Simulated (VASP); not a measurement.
AgI, 4 atoms in the cell. Symmetry: P6_3mc, No. 186, hexagonal system. Conventional cell: a = 4.651 Å, b = 4.651 Å, c = 7.599 Å, α = 90.00°, β = 90.00°, γ = 120.00°. Ag (site symmetry 3m) has 4 I at 2.85 Å within 3.8 Å. Within 3.8 Å of I (site symmetry 3m) lie 4 Ag at 2.85 Å. 

```yaml
Program: VASP 6.6.1
Task: single point
Functional: PBE
Potentials_or_basis: VASP PAW PBE potentials, release 64 (Ag, I)
Cutoff: 500 eV
k_mesh: 6 × 6 × 4
Occupations: gaussian, width 0.01 eV
Spin: no spin polarisation
Dipole_correction: no
Further_INCAR_settings: ALGO = Normal; EDIFF = 1e-06; NBANDS = 26
```

Potentials or basis: VASP PAW PBE potentials, release 64 (Ag, I).

The run is started by

```sh
$ cat potpaw_PBE.64/Ag/POTCAR potpaw_PBE.64/I/POTCAR > POTCAR
$ mpirun -np 1 vasp_std > vasp.out
```

Hardware: 1 thread of Intel Xeon 8259CL, on a shared host.

Question: Estimate the wall time of this run.

Answer: It took 120 s on 1 thread of Intel Xeon 8259CL, on a shared host, peak memory 0.28 GiB. Counts: scf iterations 15, k points 21.
